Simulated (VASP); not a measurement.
Wanted: the native input for a VASP 6.6.1 run.

```yaml
Task: single point
Functional: PBEsol
Potentials_or_basis: VASP PAW PBE potentials, release 64 (Pb_d, Se)
Cutoff: 520 eV
k_mesh: 8 × 8 × 8
Occupations: fermi-dirac, width 0.05 eV
Spin: no spin polarisation
Dipole_correction: no
Further_INCAR_settings: ALGO = Normal; EDIFF = 1e-06; NBANDS = 17
```

The structure of PbSe (Clausthalite) lies in POSCAR:

```
PbSe
1.0
    0.0000000000      3.0401081059      3.0401081059
    3.0401081059      0.0000000000      3.0401081059
    3.0401081059      3.0401081059      0.0000000000
Pb Se
1 1
Direct
    0.0000000000      0.0000000000      0.0000000000
    0.5000000000      0.5000000000      0.5000000000
```

The input as run:

INCAR

```
SYSTEM = PbSe
PREC = Accurate ; ENCUT = 520
EDIFF = 1E-6 ; ISMEAR = -1
SIGMA = 0.05 ; LREAL = .FALSE.
LASPH = .TRUE. ; NELM = 60
ALGO = Normal ; ISIF = 2
LWAVE = .FALSE. ; LCHARG = .FALSE.
GGA = PS ; NBANDS = 17
```

KPOINTS

```
Automatic mesh
0
G
  8 8 8
  0 0 0
```

Potentials or basis: VASP PAW PBE potentials, release 64 (Pb_d, Se).

Command:

```console
$ cat potpaw_PBE.64/Pb_d/POTCAR potpaw_PBE.64/Se/POTCAR > POTCAR
$ mpirun -np 1 vasp_std > vasp.out
```

It gave:

```yaml
Pressure: 0.6 GPa
Band_gap_on_the_k_mesh: 0.13 eV, direct
```

Caveat: the PAW data sets were made with another functional, which shifts forces and pressure a little; spin-orbit coupling is left out, which moves the levels of the heavy elements.

It took 18 s on 1 thread of Intel(R) Xeon(R) Platinum 8259CL CPU @ 2.50GHz (Skylake/Cascade Lake), with other jobs on the host, peak memory 0.18 GiB.
